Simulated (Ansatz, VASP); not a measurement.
**HfB2 in VASP and in Ansatz**

```xyz
3
Lattice="3.1400 0.0000 0.0000 -1.5700 2.7193 0.0000 0.0000 0.0000 3.4800" Properties=species:S:1:pos:R:3 pbc="T T T"
Hf    0.0000    0.0000    0.0000
B     0.0000    1.8129    1.7400
B     1.5700    0.9064    1.7400
```

Alike in both runs: task relaxation of cell and atoms; functional PBE; k mesh 15 × 15 × 12; occupations gaussian, width 0.1 eV; no spin polarisation.

|  | VASP | Ansatz |
| --- | --- | --- |
| version | VASP 6.6.1 | Ansatz 0.2.0 |
| potentials or method | VASP PAW PBE potentials, release 64 (Hf_pv, B), cutoff 600 eV | scalar-relativistic, plane waves, PAW |
| valence electrons in the cell | 16 | 32 |

```tsv
	VASP	Ansatz	Ansatz less VASP
gap on the k mesh at the Fermi level, each at its own relaxed structure (eV)	none	none	-
relaxed volume (Å³/atom)	9.94	9.96	+0.015
relaxed cell length with the largest relative difference (Å)	3.143	3.145	+0.0023
```

A gap of «none» marks a metal or a gap that the smearing closes. VASP's potentials hold 16 valence electrons a cell and Ansatz's 32, so a difference there can come from the potentials and not from the codes.

Neither program's run includes spin-orbit coupling.
